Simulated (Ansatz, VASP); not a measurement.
## Two plane-wave programs on SrO

Contents of INCAR:

```
SYSTEM = SrO
PREC     = Accurate       ! precision mode
ENCUT    = 520            ! plane-wave cutoff, eV
EDIFF    = 1E-6           ! SCF threshold, eV
ISMEAR   = 0              ! smearing method
SIGMA    = 0.05           ! smearing width, eV
LREAL    = .False.        ! projectors in reciprocal space
LASPH    = .True.         ! aspherical terms in the spheres
NELM     = 60             ! most SCF steps
ALGO     = Normal         ! electronic algorithm
ISIF     = 2              ! what is computed and relaxed
LWAVE    = .False.        ! write WAVECAR
LCHARG   = .False.        ! write CHGCAR
GGA      = PE             ! functional
NBANDS   = 15             ! bands
```

KPOINTS

```
Automatic mesh
0
Gamma
  8 8 8
  0 0 0
```

POSCAR

```
SrO
1.0
    0.0389608764      2.5973917585      2.5973917585
    2.5973917585      0.0389608764      2.5973917585
    2.6363526349      2.6363526349      0.0000000000
Sr O
1 1
Direct
    0.0000000000      0.0000000000      0.0000000000
    0.5000000000      0.5000000000      0.5000000000
```

Input for Ansatz:

```yaml
crystal:
  lattice:
    - [0.0389608764, 2.5973917585, 2.5973917585]
    - [2.5973917585, 0.0389608764, 2.5973917585]
    - [2.6363526349, 2.6363526349, 0.0]
  atoms:
    - { symbol: Sr, position: [0.0, 0.0, 0.0] }
    - { symbol: O, position: [0.5, 0.5, 0.5] }
basis:
  ecutwfc: 420
kpoints:
  mp_grid: { grid: [8, 8, 8] }
hamiltonian:
  xc: pbe
scf:
  occupations: { method: gaussian, width: 0.05 }
output:
  forces: true
  stress: true
  eigenvalues: true
```

Change from the starting cell: strain +0.0300 x Voigt [0, 0, 0, 0, 0, 1], atoms carried along.

Alike in both runs: task single point; functional PBE; k mesh 8 × 8 × 8; occupations gaussian, width 0.05 eV; no spin polarisation.

```csv
,VASP,Ansatz
version,VASP 6.6.1,Ansatz 0.2.0
potentials or method,"VASP PAW PBE potentials, release 64 (Sr_sv, O), cutoff 520 eV","scalar-relativistic, plane waves, PAW"
valence electrons in the cell,16,16
```

```csv
,VASP,Ansatz,Ansatz less VASP
gap on the k mesh at the Fermi level (eV),3.24,3.29,+0.046
least direct gap on the mesh (eV),3.34,3.38,+0.036
pressure (GPa),0.5,0.0,-0.51
"traceless stress, the component that is largest in VASP (GPa)",-1.63,-1.63,-0.001
```
